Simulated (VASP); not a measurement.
Set up this calculation in VASP 6.6.1, as the native input.

```
Task                   : relaxation of cell and atoms
Functional             : PBE
Potentials or basis    : VASP PAW PBE potentials, release 64 (Si, Sb, Te)
Cutoff                 : 600 eV
k mesh                 : 4 × 4 × 4
Occupations            : gaussian, width 0.1 eV
Spin                   : no spin polarisation
Dipole correction      : no
Further INCAR settings : ALGO = Normal; EDIFF = 1e-07; IBRION = 2; EDIFFG = -0.04; NSW = 90; ISIF = 3
```

The structure of SiSbTe2 lies in POSCAR:

```
SiSbTe2
1.0
    4.0364628000      0.0000000000      0.0000000000
    0.0000000000      4.0364628000      0.0000000000
    0.0000000000      0.0000000000      5.6852458800
Si Sb Te
1 1 2
Direct
    0.0000000000      0.0000000000      0.0000000000
    0.5000000000      0.5000000000      0.5000000000
    0.5000000000      0.0000000000      0.7382648000
    0.0000000000      0.5000000000      0.2617352000
```

The input as run:

INCAR

```
SYSTEM = SiSbTe2
PREC = Accurate
ENCUT = 600
EDIFF = 1E-7
ISMEAR = 0
SIGMA = 0.1
LREAL = .False.
LASPH = .True.
NELM = 80
ALGO = Normal
ISIF = 3
LWAVE = .False.
LCHARG = .False.
GGA = PE
IBRION = 2
NSW = 90
EDIFFG = -0.04
```

KPOINTS

```
regular mesh
0
Gamma
  4 4 4
  0 0 0
```

Potentials or basis: VASP PAW PBE potentials, release 64 (Si, Sb, Te).

Run with:

```console
$ cat potpaw_PBE.64/Si/POTCAR potpaw_PBE.64/Sb/POTCAR potpaw_PBE.64/Te/POTCAR > POTCAR
$ mpirun -np 1 vasp_std > vasp.out
```

It gave:

The relaxed volume is 33.81 Å³/atom, the relaxed cell is a = 4.012 Å, b = 4.012 Å, c = 8.401 Å, α = 90.00°, β = 90.00°, γ = 90.00° and the space group after relaxing (to 0.05 Å) is P-4m2 (No. 115). The energy gained by relaxing is 2017.2 meV/atom and the ionic steps are 22. The pressure after relaxing is -0.1 GPa. The largest force after relaxing is 0.016 eV/Å.

Caveat: the k points lie up to 0.39 Å⁻¹ apart in the final cell; the volume moved by over 15 % at a fixed basis, so the end points are rough.

Run time: 4.3 min on 1 thread of Intel(R) Xeon(R) 6975P-C (Granite Rapids), on a shared host, peak memory 0.24 GiB.
